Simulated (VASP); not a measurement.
Here is a VASP 6.6.1 calculation.

INCAR

```
  PREC = Accurate
  ENCUT = 520
  EDIFF = 1E-7
  ISMEAR = -1
  SIGMA = 0.05
  LREAL = F
  LASPH = T
  NELM = 150
  ALGO = Normal
  ISIF = 2
  LWAVE = F
  LCHARG = T
  ISPIN = 2
  MAGMOM = -0.699 0.699
  LORBIT = 11
  LMAXMIX = 4
  GGA = RP
  LELF = T
  LVHAR = T
  NBANDS = 24
```

The input KPOINTS:

```
regular mesh
0
Gamma
  16 16 9
```

The input POSCAR:

```
Mn
1.0
    2.4974976302      0.0000000000      0.0000000000
   -1.2487488151      2.1628963937      0.0000000000
    0.0000000000      0.0000000000      4.0446465538
Mn
2
Direct
    0.3333333333      0.6666666667      0.2500000000
    0.6666666667      0.3333333333      0.7500000000
```

Potentials or basis: VASP PAW PBE potentials, release 64 (Mn_pv).

Launch:

```console
$ cat potpaw_PBE.64/Mn_pv/POTCAR > POTCAR
$ mpirun -np 1 vasp_std > vasp.out
```

(1) Estimate the band gap on the k mesh.

(2) What does it give for the net moment?

Results:

(1) zero (filled and empty bands overlap).

(2) 0.00 μB per cell.
